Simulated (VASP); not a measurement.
# Hf: relaxation of cell and atoms with PBE

Hf:

```
Hf
1.0
     0.00000    2.24273    2.24273
     2.24273    0.00000    2.24273
     2.24273    2.24273    0.00000
Hf
1
Direct
  0.00000 0.00000 0.00000
```

| Quantity | Value |
| --- | --- |
| Program | VASP 6.6.1 |
| Task | relaxation of cell and atoms |
| Functional | PBE |
| Potentials or basis | VASP PAW PBE potentials, release 64 (Hf_pv) |
| Cutoff | 600 eV |
| k mesh | 15 × 15 × 15 |
| Occupations | fermi-dirac, width 0.1 eV |
| Spin | no spin polarisation |
| Dipole correction | no |
| Further INCAR settings | ALGO = Normal; EDIFF = 1e-07; IBRION = 2; EDIFFG = -0.005; NSW = 60; ISIF = 3 |

The relaxed volume is 22.49 Å³/atom and the relaxed cell is a = 3.168 Å, b = 3.168 Å, c = 3.168 Å, α = 60.00°, β = 60.00°, γ = 60.00°. The space group after relaxing (to 0.05 Å) is Fm-3m (No. 225). The energy gained by relaxing is 0.1 meV/atom, the ionic steps are 3 and the pressure after relaxing is 0.0 GPa. The band gap on the k mesh is zero (band 5 reaches 6.11 eV, above the bottom of band 6 at 4.30 eV).

Final structure:
```yaml
crystal:
  lattice:
    - [0.00000, 2.24037, 2.24037]
    - [2.24037, 0.00000, 2.24037]
    - [2.24037, 2.24037, 0.00000]
  atoms:
    - { symbol: Hf, position: [0.00000, 0.00000, 0.00000] }
```

Levels at points of the mesh, in eV from the Fermi level:
```tsv
k point	band 3	band 4	band 5	band 6	band 7	band 8
(0.00, 0.00, 0.00)	-30.04	-7.20	1.40	1.40	1.40	4.17
```

Wall time 48 s on 1 thread of Intel Xeon 6975P-C (shared host), peak memory 0.18 GiB.

Caveat: spin-orbit coupling is left out, which moves the levels of the heavy elements.
